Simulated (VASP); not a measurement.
# ScAl2: single point with PBEsol

Crystal: ScAl2.

```
Sc Al
1.0
     0.00000    3.77765    3.77765
     3.77765    0.00000    3.77765
     3.77765    3.77765    0.00000
Sc Al
2 4
Direct
  0.50000 0.50000 0.50000
  0.75000 0.75000 0.75000
  0.12500 0.12500 0.12500
  0.62500 0.12500 0.12500
  0.12500 0.62500 0.12500
  0.12500 0.12500 0.62500
```

| Item | Value |
| --- | --- |
| Program | VASP 6.6.1 |
| Task | single point |
| Functional | PBEsol |
| Potentials or basis | VASP PAW PBE potentials, release 64 (Sc_sv, Al) |
| Cutoff | 520 eV |
| k mesh | 8 × 8 × 8 |
| Occupations | methfessel-paxton, width 0.01 eV |
| Spin | no spin polarisation |
| Dipole correction | no |
| Further INCAR settings | ALGO = Fast; EDIFF = 1e-07; NBANDS = 26 |

```json
{
 "Pressure": "-0.9 GPa",
 "Band gap on the k mesh": "zero (bands 17 and 18 overlap by 2.36 eV)"
}
```

Levels at points of the mesh, in eV from the Fermi level:
```tsv
k point	band 15	band 16	band 17	band 18	band 19	band 20
(0.00, 0.00, 0.00)	-2.42	-2.42	-1.70	-1.70	0.33	2.11
(0.50, 0.00, 0.00)	-1.86	-0.36	-0.14	-0.14	1.66	1.66
(0.50, 0.50, 0.00)	0.25	0.25	0.66	0.66	0.82	0.82
```

Wall time 4.6 min on 1 thread of Intel Xeon 8259CL (shared host), peak memory 0.27 GiB.

Caveat: the PAW data sets were made with another functional, which shifts forces and pressure a little.
